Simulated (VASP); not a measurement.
Input of a VASP 6.6.1 run:

INCAR

```
ALGO = Normal
EDIFF = 1E-6
ENCUT = 520
GGA = CA
ISIF = 2
ISMEAR = -1
LASPH = True
LCHARG = False
LREAL = False
LWAVE = False
NBANDS = 15
NELM = 100
PREC = Accurate
SIGMA = 0.05
```

The input KPOINTS:

```
k-points
0
Gamma
  10 10 9
```

Contents of POSCAR:

```
TaN
1.0
    2.8780239874      0.0000000000      0.0000000000
   -1.4390119937      2.4924418858      0.0000000000
    0.0000000000      0.0000000000      2.8241467514
Ta N
1 1
Direct
    0.0000000000      0.0000000000      0.5000000000
    0.6666666667      0.3333333333      0.0000000000
```

Potentials or basis: VASP PAW LDA potentials, release 64 (Ta_pv, N).

The run is started by

```console
$ cat potpaw_LDA.64/Ta_pv/POTCAR potpaw_LDA.64/N/POTCAR > POTCAR
$ mpirun -np 1 vasp_std > vasp.out
```

Task: Estimate the pressure.

Result: 14.3 GPa.

Task: Predict the band gap on the k mesh.

Result: Zero (band 8 reaches 8.98 eV, above the bottom of band 9 at 8.67 eV).

Stress tensor (GPa, compression positive):
```
13.76  0.00  0.00
 0.00 13.76  0.00
 0.00  0.00 15.23
```

Caveat: spin-orbit coupling is left out, which moves the levels of the heavy elements.
